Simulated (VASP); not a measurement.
# K3Li5Cl8 in VASP: further runs

Runs on K3Li5Cl8. Level: PBE. Tasks: single point.

All numbers are computed with VASP 6.6.1; they aren't measurements. Logs are shortened: lines on timing, memory, paths and dates and some standing lists are left out, and cuts for length are marked.

## Step 1: The cell of the first run

The cell holds an amorphous packing of atoms, 16 atoms: a = 7.280 Å, b = 7.692 Å, c = 7.142 Å, α = 91.87°, β = 88.52°, γ = 87.97°.

## Step 2: Single point, PBE

File INCAR:

```
ALGO = Normal ; EDIFF = 1E-6
ENCUT = 520 ; GGA = PE
ISIF = 2 ; ISMEAR = -1
ISYM = 0 ; LASPH = T
LCHARG = F ; LREAL = Auto
LWAVE = F ; NBANDS = 63
NELM = 80 ; PREC = Accurate
SIGMA = 0.1379
```

File KPOINTS:

```
k-points
0
Gamma
  1 1 1
```

File POSCAR:

```
K3Li5Cl8
1.0
    7.2786070000      0.1333350000      0.0943410000
    0.1333350000      7.6899040000     -0.1216970000
    0.0943410000     -0.1216970000      7.1404950000
Li Cl K
5 8 3
Direct
    0.1358037406      0.0173474814      0.6728666956
    0.7722104914      0.5366520260      0.2051262317
    1.0083555473     -0.0024564814      0.3351436816
    0.4232837284      0.6704586989      0.6899066244
    0.5223483438      0.2149728457      0.9250833010
    0.3094820648      0.4390130789      0.7568487517
    0.8286712564      0.2953317563      0.0246820863
    0.6674271791      0.3698776245      0.4942096101
    0.1788723149      0.7908306593      0.4675200705
    0.2755683789      0.1514436972      0.2608232128
    0.4001796409     -0.0445425090      0.7785346762
    0.8475945968      0.7905827808      0.1394587673
    0.8180003588      0.9209288182      0.6525245522
    0.2313971421      0.4964630392      0.1604842276
    0.5744003616      0.9101597343      0.3873115526
    0.9168061459      0.6176962783      0.7435879971
```

Potentials or basis: VASP PAW PBE potentials, release 64 (Li_sv, Cl, K_sv).

Launch:

```console
> cat potpaw_PBE.64/Li_sv/POTCAR potpaw_PBE.64/Cl/POTCAR potpaw_PBE.64/K_sv/POTCAR > POTCAR
> mpirun -np 1 vasp_gam > vasp.out
```

OUTCAR:

```text
EDIFF = 1E-6
   ENCUT = 520
   GGA = PE
   ISIF = 2
   ISMEAR = -1
   ISYM = 0
   LASPH = T
   LREAL = Auto
   NELM = 80
   PREC = Accurate

 ion  position               nearest neighbor table
   1  0.136  0.017  0.673-  11 2.13   9 2.25  13 2.46
   2  0.772  0.537  0.205-  12 2.11   7 2.24   8 2.58
   3  0.008  0.998  0.335-   9 2.23  10 2.37  12 2.43
   4  0.423  0.670  0.690-   6 2.06  11 2.26   9 2.58  15 3.09
   5  0.522  0.215  0.925-  11 2.43   7 2.45   6 2.62
   6  0.309  0.439  0.757-   4 2.06   5 2.62  14 2.94  16 3.13
   7  0.829  0.295  0.025-   2 2.24   5 2.45
   8  0.667  0.370  0.494-   2 2.58  16 3.21
   9  0.179  0.791  0.468-   3 2.23   1 2.25   4 2.58  16 3.08  15 3.10  14 3.11
  10  0.276  0.151  0.261-   3 2.37  14 2.78  15 2.99
  11  0.400  0.955  0.779-   1 2.13   4 2.26   5 2.43  15 3.04
  12  0.848  0.791  0.139-   2 2.11   3 2.43  15 2.74  16 3.11
  13  0.818  0.921  0.653-   1 2.46  16 2.53  15 2.63
  14  0.231  0.496  0.160-  10 2.78   6 2.94   9 3.11
  15  0.574  0.910  0.387-  13 2.63  12 2.74  10 2.99  11 3.04   4 3.09   9 3.10
  16  0.917  0.618  0.744-  13 2.53   9 3.08  12 3.11   6 3.13   8 3.21

IMPORTANT INFORMATION: All symmetrisations will be switched off!
NOSYMM: (Re-)initialisation of all symmetry stuff for point group C_1.

----------------------------------------------------------------------------------------

                                     Primitive cell

  volume of cell :     399.3600

  direct lattice vectors                    reciprocal lattice vectors
     7.278607000  0.133335000  0.094341000     0.137457197 -0.002412758 -0.001857221
     0.133335000  7.689904000 -0.121697000    -0.002412758  0.130118070  0.002249508
     0.094341000 -0.121697000  7.140495000    -0.001857221  0.002249508  0.140109190

  length of vectors
     7.280439431  7.692022615  7.142155083     0.137490915  0.130159877  0.140139554

  position of ions in fractional coordinates (direct lattice)
     0.135803741  0.017347481  0.672866696
     0.772210491  0.536652026  0.205126232
     0.008355547  0.997543519  0.335143682
     0.423283728  0.670458699  0.689906624
     0.522348344  0.214972846  0.925083301
     0.309482065  0.439013079  0.756848752
     0.828671256  0.295331756  0.024682086
     0.667427179  0.369877624  0.494209610
     0.178872315  0.790830659  0.467520071
     0.275568379  0.151443697  0.260823213
     0.400179641  0.955457491  0.778534676
     0.847594597  0.790582781  0.139458767
     0.818000359  0.920928818  0.652524552
     0.231397142  0.496463039  0.160484228
     0.574400362  0.910159734  0.387311553
     0.916806146  0.617696278  0.743587997

  ion indices of the primitive-cell ions
   primitive index   ion index
                 1           1
                 2           2
                 3           3
                 4           4
                 5           5
                 6           6
                 7           7
                 8           8
                 9           9
                10          10
                11          11
                12          12
                13          13
                14          14
                15          15
                16          16

----------------------------------------------------------------------------------------

 KPOINTS: k-points

Automatic generation of k-mesh.
 Grid dimensions read from file:
 generate k-points for:    1    1    1

 Generating k-lattice:

  Cartesian coordinates                     Fractional coordinates (reciprocal lattice)
     0.137457197 -0.002412758 -0.001857221     1.000000000 -0.000000000 -0.000000000
    -0.002412758  0.130118070  0.002249508     0.000000000  1.000000000  0.000000000
    -0.001857221  0.002249508  0.140109190     0.000000000  0.000000000  1.000000000

  Length of vectors
     0.137490915  0.130159877  0.140139554

  Shift w.r.t. Gamma in fractional coordinates (k-lattice)
     0.000000000  0.000000000  0.000000000

 Subroutine IBZKPT returns following result:
 ===========================================

 Found      1 irreducible k-points:

 Following reciprocal coordinates:
            Coordinates               Weight
  0.000000  0.000000  0.000000      1.000000
   k-points           NKPTS =      1   k-points in BZ     NKDIM =      1   number of bands    NBANDS=     63
   number of dos      NEDOS =    301   number of ions     NIONS =     16
   total plane-waves  NPLWV = 174960
   dimension x,y,z NGX =    54 NGY =   60 NGZ =   54
   dimension x,y,z NGXF=   108 NGYF=  120 NGZF=  108
   ions per type =               5   8   3
   NGX,Y,Z   is equivalent  to a cutoff of  12.33, 12.97, 12.57 a.u.
   NGXF,Y,Z  is equivalent  to a cutoff of  24.66, 25.94, 25.14 a.u.
 SYSTEM =  unknown system
   PREC   = accura    normal or accurate (medium, high low for compatibility)
   ISTART =      0    job   : 0-new  1-cont  2-samecut
   ICHARG =      2    charge: 1-file 2-atom 10-const
   ISPIN  =      1    spin polarized calculation?
   LNONCOLLINEAR =      F non collinear calculations
   LSORBIT =      F    spin-orbit coupling
   LASPH  =      T    aspherical Exc in radial PAW
   ENCUT  =  520.0 eV  38.22 Ry    6.18 a.u.  13.54 14.30 13.28*2*pi/ulx,y,z
   NELM   =     80;   NELMIN=  2; NELMDL= -5     # of ELM steps
   EDIFF  = 0.1E-05   stopping-criterion for ELM
   LREAL  =      T    real-space projection
   EDIFFG = 0.1E-04   stopping-criterion for IOM
   NSW    =      0    number of steps for IOM
   IBRION =     -1    ionic relax: 0-MD 1-quasi-New 2-CG
   NFREE  =      0    steps in history (QN), initial steepest desc. (CG)
   ISIF   =      2    stress and relaxation
   ISYM   =      0    0-nonsym 1-usesym 2-fastsym
   POTIM  = 0.5000    time-step for ionic-motion
   TEBEG  =    0.0;   TEEND  =   0.0 temperature during run
   PSTRESS=    0.0 pullay stress
   NELECT =      98.0000    total number of electrons
   NUPDOWN=      -1.0000    fix difference up-down
   EMIN   =  10.00;   EMAX   =-10.00  energy-range for DOS
   EFERMI =   0.00;   METHOD = LEGACY
   ISMEAR =    -1;   SIGMA  =   0.14  broadening in eV -4-tet -1-fermi 0-gaus
   EFERMI_NEDOS =   21; number of points for ismear=-14 and -15
   IALGO  =     38    algorithm
   IMIX   =      4    mixing-type and parameters
     AMIX     =   0.40;   BMIX     =  1.00
     AMIX_MAG =   1.60;   BMIX_MAG =  1.00
  volume/ion in A,a.u.               =      24.96       168.44
  Fermi-wavevector in a.u.,A,eV,Ry     =   1.024933  1.936842 14.292742  1.050487
  Thomas-Fermi vector in A             =   2.158746
   LORBIT       =      0    0 simple, 1 ext, 2 COOP (PROOUT), +10 PAW based schemes
   GGA     = PE    functional components
   LHFCALC =     F    Hartree Fock is set to
   AEXX    =    0.0000 exact exchange contribution
   IVDW    =     0    specifies the selected vdW correction
   LEPSILON=     F    determine dielectric tensor
   LRPA    =     F    only Hartree local field effects (RPA)
 non-spin polarized calculation
  energy-cutoff  :      520.00
  volume of cell :      399.36
 maximum number of plane-waves:      5381
 NGX is ok and might be reduce to    54
   NGX = 27   NGY = 29   NGZ = 27

 number of electron      98.0000000 magnetization

 Free energy of the ion-electron system (eV)
  ---------------------------------------------------
  ext. energy  EPLUGINS =         0.00000000
  ---------------------------------------------------
  free energy    TOTEN  =       -51.79879358 eV

  energy without entropy =      -51.79878151  energy(sigma->0) =      -51.79878755

 E-fermi :   1.5152     XC(G=0):  -7.4668

 val. band max:       -0.3573228457   @ k =   0.0000   0.0000   0.0000
 cond. band min:       3.3655170448   @ k =   0.0000   0.0000   0.0000
 fundamental gap:      3.7228398905
 Fermi energy:         1.5152133824

 k-point     1 :       0.0000    0.0000    0.0000
  band No.  band energies     occupation
      1     -45.2805      2.00000
      2     -45.0829      2.00000
      3     -45.0184      2.00000
      4     -44.9927      2.00000
      5     -44.8364      2.00000
      6     -29.2012      2.00000
      7     -28.5282      2.00000
      8     -28.4536      2.00000
      9     -14.5010      2.00000
     10     -14.3817      2.00000
     11     -13.9597      2.00000
     12     -13.9406      2.00000
     13     -13.8350      2.00000
     14     -13.5101      2.00000
     15     -13.3960      2.00000
     16     -12.7922      2.00000
     17     -12.6676      2.00000
     18     -12.5474      2.00000
     19     -12.4677      2.00000
     20     -12.1410      2.00000
     21     -12.0759      2.00000
     22     -12.0174      2.00000
     23     -11.9552      2.00000
     24     -11.8665      2.00000
     25     -11.4680      2.00000
     26      -3.6839      2.00000
     27      -3.5811      2.00000
     28      -3.1785      2.00000
     29      -3.0685      2.00000
     30      -2.8733      2.00000
     31      -2.7144      2.00000
     32      -2.6390      2.00000
     33      -2.4600      2.00000
     34      -2.3384      2.00000
     35      -2.2784      2.00000
     36      -2.1315      2.00000
     37      -2.0270      2.00000
     38      -1.9345      2.00000
     39      -1.8356      2.00000
     40      -1.6824      2.00000
     41      -1.6355      2.00000
     42      -1.5008      2.00000
     43      -1.4301      2.00000
     44      -1.2245      2.00000
     45      -1.1503      2.00000
     46      -1.0550      2.00000
     47      -0.7475      2.00000
     48      -0.6698      2.00000
     49      -0.3573      2.00000
     50       3.3655      0.00000
     51       4.8779      0.00000
     52       5.3165      0.00000
     53       5.4482      0.00000
     54       5.6911      0.00000
     55       5.8820      0.00000
     56       6.1069      0.00000
     57       6.3515      0.00000
     58       6.5616      0.00000
     59       6.8648      0.00000
     60       6.9755      0.00000
     61       7.1184      0.00000
 [bands above 61 left out]

------------------------ aborting loop because EDIFF is reached ----------------------------------------

  FORCE on cell =-STRESS in cart. coord.  units (eV):
  Direction    XX          YY          ZZ          XY          YZ          ZX
  --------------------------------------------------------------------------------------
  -------------------------------------------------------------------------------------
  Total       10.4301352      9.1107368     10.3526640     -2.7020190     -0.4211970      0.8415496
  in kB       41.8442627     36.5510185     41.5334589    -10.8401273     -1.6897843      3.3761809
  external PRESSURE =      39.9762467 kB  Pullay stress =       0.0000000 kB

 VOLUME and BASIS-vectors are now :
 -----------------------------------------------------------------------------
  energy-cutoff  :      520.00
  volume of cell :      399.36
      direct lattice vectors                 reciprocal lattice vectors
     7.278607000  0.133335000  0.094341000     0.137457197 -0.002412758 -0.001857221
     0.133335000  7.689904000 -0.121697000    -0.002412758  0.130118070  0.002249508
     0.094341000 -0.121697000  7.140495000    -0.001857221  0.002249508  0.140109190

 POSITION                                       TOTAL-FORCE (eV/Angst)
 -----------------------------------------------------------------------------------
      1.05425      0.06962      4.81530        -0.660183      0.246950      0.197998
      5.71152      4.20480      1.47225        -0.252674     -1.203089      0.660801
      0.22544      7.63134      2.27248        -0.118868      0.142253     -0.489823
      3.23540      5.12824      4.88461         0.082072      0.539259     -0.350341
      3.91790      1.61019      6.62867         0.164825     -0.167291     -0.314248
      2.38254      3.32513      5.38005        -0.484270     -0.923463      0.827035
      6.07328      2.37856      0.21848        -0.206450      0.116798     -0.287507
      4.95388      2.87317      3.54685         0.354063      1.035607     -0.538645
      1.45149      6.04837      3.25896         0.750281     -1.368912     -0.566174
      2.05055      1.16959      1.86997        -0.161293     -0.128700     -0.092009
      3.11359      7.30599      5.48060         0.540974      0.237455      1.163026
      6.28788      6.17555      0.97956         0.571067      0.022946     -0.552724
      6.13826      7.11151      4.62444         0.558707      2.372607      0.179724
      1.76559      3.82908      1.10735        -0.282002      0.425026      0.270398
      4.33873      7.02849      2.70902        -1.300271      0.748942     -0.514327
      6.82558      4.78178      5.32091         0.444022     -2.096386      0.406817
 -----------------------------------------------------------------------------------
    total drift:                               -0.007864     -0.001605      0.002057

  FREE ENERGIE OF THE ION-ELECTRON SYSTEM (eV)
  ---------------------------------------------------
  free  energy   TOTEN  =       -51.7987935802 eV

  energy  without entropy=      -51.7987815108  energy(sigma->0) =      -51.79878755
```

Run time: 42 s. Hardware: 1 thread of AMD EPYC 7R43 (Zen 3), shared host; peak memory 0.34 GiB.

What came out:

- Free energy: -51.7988 eV
- Largest force: 2.444 eV/Å
- Band gap on the k mesh: 3.72 eV

Forces in eV/Å, atoms in the order of the input:
```
Li  -0.660  0.247  0.198
Li  -0.253 -1.203  0.661
Li  -0.119  0.142 -0.490
Li   0.082  0.539 -0.350
Li   0.165 -0.167 -0.314
Cl  -0.484 -0.923  0.827
Cl  -0.206  0.117 -0.288
Cl   0.354  1.036 -0.539
Cl   0.750 -1.369 -0.566
Cl  -0.161 -0.129 -0.092
Cl   0.541  0.237  1.163
Cl   0.571  0.023 -0.553
Cl   0.559  2.373  0.180
K   -0.282  0.425  0.270
K   -1.300  0.749 -0.514
K    0.444 -2.096  0.407
```

Levels at points of the mesh, in eV from the valence-band top:
| k point | band 45 | band 46 | band 47 | band 48 | band 49 | band 50 | band 51 | band 52 | band 53 | band 54 |
| --- | --- | --- | --- | --- | --- | --- | --- | --- | --- | --- |
| (0.00, 0.00, 0.00) | -0.79 | -0.70 | -0.39 | -0.31 | 0.00 | 3.72 | 5.24 | 5.67 | 5.81 | 6.05 |

Caveat: the k points lie up to 0.88 Å⁻¹ apart; the cutoff is under 1.25 times the usual one of these potentials, so pressure, stress and relaxed cells hold a basis-set (Pulay) error.

[end of part 1 of 3]
